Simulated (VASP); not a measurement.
Set up this calculation in VASP 6.6.1, as the native input.

| Property | Result |
| --- | --- |
| Task | relaxation of cell and atoms |
| Functional | PBE |
| Potentials or basis | VASP PAW PBE potentials, release 64 (Ta_pv, N) |
| Cutoff | 600 eV |
| k mesh | 12 × 12 × 12 |
| Occupations | gaussian, width 0.1 eV |
| Spin | no spin polarisation |
| Target pressure | 15 GPa |
| Dipole correction | no |
| Further INCAR settings | ALGO = Normal; EDIFF = 1e-06; IBRION = 2; EDIFFG = -0.008; NSW = 70; ISIF = 3 |

The structure of TaN lies in POSCAR:

```
TaN
1.0
    5.1649234196      0.0000000000      0.0000000000
   -2.5824617098      4.4729548900      0.0000000000
    0.0000000000      0.0000000000      2.8883253300
Ta N
3 3
Direct
    0.0000000000      0.0000000000      0.0000000000
    0.3333333333      0.6666666667      0.5000000000
    0.6666666667      0.3333333333      0.5000000000
    0.5000000000      0.0000000000      0.0000000000
    0.5000000000      0.5000000000      0.0000000000
    0.0000000000      0.5000000000      0.0000000000
```

These files were run (other wordings do the same):

INCAR

```
PREC = Accurate
ENCUT = 600
EDIFF = 1E-6
ISMEAR = 0
SIGMA = 0.1
LREAL = F
LASPH = T
NELM = 100
ALGO = Normal
ISIF = 3
LWAVE = F
LCHARG = F
GGA = PE
IBRION = 2
NSW = 70
EDIFFG = -0.008
PSTRESS = 150.0
```

KPOINTS

```
Automatic mesh
0
Gamma
  12 12 12
```

Potentials or basis: VASP PAW PBE potentials, release 64 (Ta_pv, N).

Run with:

```sh
$ cat potpaw_PBE.64/Ta_pv/POTCAR potpaw_PBE.64/N/POTCAR > POTCAR
$ mpirun -np 1 vasp_std > vasp.out
```

It gave:

The relaxed volume is 11.15 Å³/atom. The relaxed cell is a = 5.160 Å, b = 5.160 Å, c = 2.903 Å, α = 90.00°, β = 90.00°, γ = 120.00°. The space group after relaxing (to 0.05 Å) is P6/mmm (No. 191), the energy change on relaxing (the enthalpy is what falls) is -3.7 meV/atom and the ionic steps are 5. The pressure after relaxing is 15.0 GPa and the band gap on the k mesh is zero (band 24 reaches 9.31 eV, above the bottom of band 25 at 7.09 eV).

Caveat: the cell is relaxed towards a set pressure, so the enthalpy falls and the energy may rise; spin-orbit coupling is left out, which moves the levels of the heavy elements.

Run time: 13 min on 1 thread of AMD EPYC 7R43 64-Core Processor (Zen 3) (shared host), peak memory 0.36 GiB.
